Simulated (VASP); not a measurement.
# InBSe2 (P4/mmm) in VASP: a series of runs, part 2 of 2

VASP 6.6.1. Earlier steps stand in the parts before.

## 4. Relaxation of cell and atoms, PBE

The input, INCAR:

```
  PREC = Accurate
  ENCUT = 600
  EDIFF = 1E-6
  ISMEAR = 0
  SIGMA = 0.1
  LREAL = F
  LASPH = T
  NELM = 80
  ALGO = Normal
  ISIF = 3
  LWAVE = F
  LCHARG = F
  GGA = PE
  IBRION = 2
  NSW = 90
  EDIFFG = -0.04
```

The input, KPOINTS:

```
regular mesh
0
Gamma
  6 6 4
```

The input, POSCAR:

```
InBSe2
1.0
    3.7318718500      0.0000000000      0.0000000000
    0.0000000000      3.7318718500      0.0000000000
    0.0000000000      0.0000000000      5.2776637900
In B Se
1 1 2
Direct
    0.0000000000      0.0000000000      0.0000000000
    0.5000000000      0.5000000000      0.5000000000
    0.0000000000      0.0000000000      0.5000000000
    0.5000000000      0.5000000000      0.0000000000
```

Potentials or basis: VASP PAW PBE potentials, release 64 (In_d, B, Se).

On the command line:

```console
> cat potpaw_PBE.64/In_d/POTCAR potpaw_PBE.64/B/POTCAR potpaw_PBE.64/Se/POTCAR > POTCAR
> mpirun -np 1 vasp_std > vasp.out
```

OUTCAR:

```text
PREC = Accurate
   ENCUT = 600
   EDIFF = 1E-6
   ISMEAR = 0
   LREAL = F
   LASPH = T
   NELM = 80
   ISIF = 3
   GGA = PE
   IBRION = 2
   NSW = 90
   EDIFFG = -0.04

 ion  position               nearest neighbor table
   1  0.000  0.000  0.000-   4 2.64   4 2.64   4 2.64   4 2.64   3 2.64   3 2.64
   2  0.500  0.500  0.500-
   3  0.000  0.000  0.500-   1 2.64   1 2.64
   4  0.500  0.500  0.000-   1 2.64   1 2.64   1 2.64   1 2.64

  LATTYP: Found a simple tetragonal cell.
 ALAT       =     3.7318718500
 C/A-ratio  =     1.4142135642

  Lattice vectors:

 A1 = (   3.7318718500,   0.0000000000,   0.0000000000)
 A2 = (   0.0000000000,   3.7318718500,   0.0000000000)
 A3 = (   0.0000000000,   0.0000000000,   5.2776637900)

Analysis of symmetry for initial positions (statically):
=====================================================================
 Subroutine PRICEL returns:
 Original cell was already a primitive cell.

 Routine SETGRP: Setting up the symmetry group for a
 simple tetragonal supercell.

 Subroutine GETGRP returns: Found 16 space group operations
 (whereof 16 operations were pure point group operations)
 out of a pool of 16 trial point group operations.

[... 171 lines left out ...]

  FORCE on cell =-STRESS in cart. coord.  units (eV):
  Direction    XX          YY          ZZ          XY          YZ          ZX
  --------------------------------------------------------------------------------------
  -------------------------------------------------------------------------------------
  Total        4.2442121      4.2442121      3.8859244      0.0000000      0.0000000      0.0000000
  in kB       92.5150726     92.5150726     84.7051399      0.0000000      0.0000000      0.0000000
  external PRESSURE =      89.9117617 kB  Pullay stress =       0.0000000 kB
[... 25 lines left out ...]
--------------------------------------- Ionic step        2  -------------------------------------------

 number of electron      28.0000009 magnetization

 E-fermi :   4.8628     XC(G=0):  -9.8910

 val. band max:        4.8557332121   @ k =   0.1667   0.0000   0.0000
 cond. band min:       4.8804101923   @ k =   0.0000   0.0000   0.5000
 fundamental gap:      0.0246769802
 Fermi energy:         4.8627919739

 k-point     1 :       0.0000    0.0000    0.0000
  band No.  band energies     occupation
      1     -10.2569      2.00000
      2      -9.8916      2.00000
      3      -9.8621      2.00000
      4      -9.7764      2.00000
      5      -9.7764      2.00000
      6      -9.3671      2.00000
[... 646 lines left out ...]
--------------------------------------- Ionic step        6  -------------------------------------------

 number of electron      27.9999994 magnetization

 Free energy of the ion-electron system (eV)
  ---------------------------------------------------
  ext. energy  EPLUGINS =         0.00000000
  ---------------------------------------------------
  free energy    TOTEN  =       -13.95210160 eV

  energy without entropy =      -13.94582096  energy(sigma->0) =      -13.94896128

 E-fermi :   5.3234     XC(G=0): -10.0527

 val. band max:        5.2955273272   @ k =   0.0000   0.0000   0.5000
 cond. band min:       5.3242737389   @ k =   0.5000   0.5000   0.5000
 fundamental gap:      0.0287464117
 Fermi energy:         5.3234003132

 k-point     1 :       0.0000    0.0000    0.0000
  band No.  band energies     occupation
      1      -9.9791      2.00000
      2      -9.5498      2.00000
      3      -9.5167      2.00000
      4      -9.4245      2.00000
      5      -9.4245      2.00000
      6      -9.2235      2.00000
[... 526 lines left out ...]
  FREE ENERGIE OF THE ION-ELECTRON SYSTEM (eV)
  ---------------------------------------------------
  free  energy   TOTEN  =       -13.9521016004 eV

  energy  without entropy=      -13.9458209563  energy(sigma->0) =      -13.94896128

 reached required accuracy - stopping structural energy minimisation
```

CONTCAR:

```text
InBSe2
   1.00000000000000
     3.8843370747678003    0.0000000000000000    0.0000000000000000
     0.0000000000000000    3.8843370747678003    0.0000000000000000
     0.0000000000000000    0.0000000000000000    5.4366342766252096
  In              B               Se
     1     1     2
Direct
     0.0000000000000000    0.0000000000000000    0.0000000000000000
     0.5000000000000000    0.5000000000000000    0.5000000000000000
     0.0000000000000000    0.0000000000000000    0.5000000000000000
     0.5000000000000000    0.5000000000000000    0.0000000000000000

  0.00000000E+00  0.00000000E+00  0.00000000E+00
  0.00000000E+00  0.00000000E+00  0.00000000E+00
  0.00000000E+00  0.00000000E+00  0.00000000E+00
  0.00000000E+00  0.00000000E+00  0.00000000E+00
```

Wall time 1.8 min (1 thread of Intel Xeon Platinum 8488C (Sapphire Rapids), shared host); peak memory 0.22 GiB.

What came out:

- Free energy: -13.9521 eV
- Relaxed volume: 20.51 Å³/atom
- Relaxed cell: a = 3.884 Å, b = 3.884 Å, c = 5.437 Å, α = 90.00°, β = 90.00°, γ = 90.00°
- Space group after relaxing (to 0.05 Å): P4/mmm (No. 123)
- Energy gained by relaxing: 53.0 meV/atom
- Ionic steps: 6
- Pressure after relaxing: -0.1 GPa
- Band gap on the k mesh: zero (band 14 reaches 6.21 eV, above the bottom of band 15 at 2.03 eV)

The path:
| step | energy change (eV) | largest force (eV/Å) | pressure (GPa) | volume (Å³) |
| --- | --- | --- | --- | --- |
| 1 | 0.0000 | 0.0000 | 8.99 | 73.50 |
| 2 | -0.1901 | 0.0000 | -2.14 | 85.03 |
| 3 | -0.2114 | 0.0000 | 0.03 | 81.86 |
| 4 | -0.2114 | 0.0000 | -0.10 | 82.03 |
| 5 | -0.2119 | 0.0000 | -0.09 | 82.03 |
| 6 | -0.2122 | 0.0000 | -0.07 | 82.03 |

Final structure:
```xyz
4
Lattice="3.8843 0.0000 0.0000 0.0000 3.8843 0.0000 0.0000 0.0000 5.4366" Properties=species:S:1:pos:R:3 pbc="T T T"
In    0.0000    0.0000    0.0000
B     1.9422    1.9422    2.7183
Se    0.0000    0.0000    2.7183
Se    1.9422    1.9422    0.0000
```

Caveat: spin-orbit coupling is left out, which moves the levels of the heavy elements.

## 5. Summary

| task | cell | cutoff (eV) | gap on the mesh (eV) | pressure (GPa) |
| --- | --- | --- | --- | --- |
| single point | a = 3.732, b = 3.732, c = 5.278 Å, 4 atoms | 520 | none | 9.0 |
| single point | a = 3.878, b = 3.878, c = 5.439 Å, 4 atoms | 520 | none | 0.1 |
| relaxation of cell and atoms | relaxed from a = 3.732, b = 3.732, c = 5.278 Å, 4 atoms | 600 | none | -0.1 |

Alike in all rows: level PBE; potentials or basis VASP PAW PBE potentials, release 64 (In_d, B, Se); no spin polarisation; k mesh 6 × 6 × 4; smearing gaussian 0.1 eV.

Caveats: spin-orbit coupling is left out, which moves the levels of the heavy elements.

Total energies depend on the potentials used, so only differences within one code and one set of settings carry meaning.
